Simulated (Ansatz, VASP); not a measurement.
**MgO: VASP beside Ansatz**

The input INCAR:

```
ALGO = Normal ; EDIFF = 1E-6
ENCUT = 520 ; GGA = PE
ISIF = 2 ; ISMEAR = 0
LASPH = T ; LCHARG = F
LREAL = F ; LWAVE = F
NBANDS = 11 ; NELM = 100
PREC = Accurate ; SIGMA = 0.05
```

KPOINTS

```
k-points
0
Gamma
  9 9 8
```

POSCAR

```
MgO
1.0
    2.9380209034      0.0000000000      0.0000000000
   -1.4690104517      2.6461767688      0.0000000000
    0.0000000000      0.0000000000      2.6796800000
Mg O
1 1
Direct
    0.0000000000      0.0000000000      0.0000000000
    0.3333333333      0.6666666667      0.5000000000
```

Input for Ansatz:

```yaml
crystal:
  lattice:
    - [2.9380209034, 0.0, 0.0]
    - [-1.4690104517, 2.6461767688, 0.0]
    - [0.0, 0.0, 2.67968]
  atoms:
    - { symbol: Mg, position: [0.0, 0.0, 0.0] }
    - { symbol: O, position: [0.3333333333, 0.6666666667, 0.5] }
basis:
  ecutwfc: 420
kpoints:
  mp_grid: { grid: [9, 9, 8] }
hamiltonian:
  xc: pbe
scf:
  occupations: { method: gaussian, width: 0.05 }
output:
  forces: true
  stress: true
  eigenvalues: true
```

Change from the starting cell: strain +0.0400 x Voigt [0, 1, 0, 0, 0, 0], atoms carried along.

Alike in both runs: task single point; functional PBE; k mesh 9 × 9 × 8; occupations gaussian, width 0.05 eV; no spin polarisation.

|  | VASP | Ansatz |
| --- | --- | --- |
| version | VASP 6.6.1 | Ansatz 0.2.0 |
| potentials or method | VASP PAW PBE potentials, release 64 (Mg, O), cutoff 520 eV | scalar-relativistic, plane waves, PAW |
| valence electrons in the cell | 8 | 16 |

|  | VASP | Ansatz | Ansatz less VASP |
| --- | --- | --- | --- |
| gap on the k mesh at the Fermi level (eV) | 2.59 | 2.61 | +0.022 |
| least direct gap on the mesh (eV) | 2.95 | 2.97 | +0.019 |
| pressure (GPa) | -5.1 | -4.5 | +0.63 |
| traceless stress, the component that is largest in VASP (GPa) | -7.30 | -7.27 | +0.031 |
| rms of the force components (eV/Å) | 0.022 | 0.022 | +0.0006 |

Atom by atom the forces differ by 0.001 eV/Å (rms over components). VASP's potentials hold 8 valence electrons a cell and Ansatz's 16, so a difference there can come from the potentials and not from the codes.
